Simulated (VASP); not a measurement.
Input of a VASP 6.6.1 run:

INCAR

```
PREC = Accurate
ENCUT = 520
EDIFF = 1E-6
ISMEAR = 0
SIGMA = 0.15
LREAL = False
LASPH = True
NELM = 100
ALGO = Normal
ISIF = 2
LWAVE = False
LCHARG = True
GGA = PE
LELF = True
LVHAR = True
NBANDS = 21
```

The input KPOINTS:

```
Automatic mesh
0
Gamma
  18 18 18
```

POSCAR

```
Ge
1.0
    0.0000000000      2.8229240765      2.8805347719
    2.8805347719      0.0000000000      2.8805347719
    2.8805347719      2.8229240765      0.0000000000
Ge
2
Direct
    0.5000000000      0.5000000000      0.5000000000
    0.7500000000      0.7500000000      0.7500000000
```

Potentials or basis: VASP PAW PBE potentials, release 64 (Ge_d).

Run with:

```console
$ cat potpaw_PBE.64/Ge_d/POTCAR > POTCAR
$ mpirun -np 1 vasp_std > vasp.out
```

(1) Predict the band gap on the k mesh.

(2) Estimate the pressure.

Results:

(1) 0.10 eV (least direct gap 0.15 eV).

(2) 1.2 GPa.

Caveat: the cell differs from its parent crystal (strain -0.0200 x Voigt [0, 1, 0, 0, 0, 0]); semilocal functionals underestimate gaps, and a narrow one can read as zero.
